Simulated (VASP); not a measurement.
The system is TePb3Se2.

```
Te Pb Se
1.0
     4.42703    0.00000    0.00000
    -2.21352    3.83392    0.00000
     0.00000    0.00000   10.84397
Te Pb Se
1 3 2
Direct
  0.00000 0.00000 0.50000
  0.33333 0.66667 0.66667
  0.66667 0.33333 0.33333
  0.00000 0.00000 0.00000
  0.33333 0.66667 0.16667
  0.66667 0.33333 0.83333
```

| Quantity | Value |
| --- | --- |
| Program | VASP 6.6.1 |
| Task | relaxation of cell and atoms |
| Functional | PBE |
| Potentials or basis | VASP PAW PBE potentials, release 64 (Te, Pb_d, Se) |
| Cutoff | 600 eV |
| k mesh | 6 × 6 × 2 |
| Occupations | gaussian, width 0.1 eV |
| Spin | no spin polarisation |

At the start: pressure 2.0 GPa; volume 30.68 Å³/atom.

Q: How do energy, volume and symmetry change on relaxing?

A: Over 8 steps the energy falls by 27.5 meV/atom and the volume is 31.65 Å³/atom (+3.2 %); space group P-3m1 (No. 164, to 0.1 Å) before and after.

The path:
```
step  energy change (eV)  largest force (eV/Å)  pressure (GPa)  volume (Å³)
   1              0.0000                0.8665            1.97       184.05
   2             -0.0950                0.4990           -0.66       194.28
   3             -0.0949                0.5039           -0.63       194.19
   4             -0.1279                0.3251           -0.37       192.72
   5             -0.1522                0.2397            0.19       189.94
   6             -0.1593                0.1730           -0.04       190.87
   7             -0.1624                0.0883           -0.33       192.08
   8             -0.1649                0.0371            0.16       189.88
```

Final structure:
```xyz
6
Lattice="4.4719 0.0000 0.0000 -2.2360 3.8728 0.0000 0.0000 0.0000 10.9639" Properties=species:S:1:pos:R:3 pbc="T T T"
Te    0.0000    0.0000    5.4820
Pb    0.0000    2.5819    7.4707
Pb    2.2360    1.2909    3.4932
Pb    0.0000    0.0000    0.0000
Se    0.0000    2.5819    1.7497
Se    2.2360    1.2909    9.2142
```
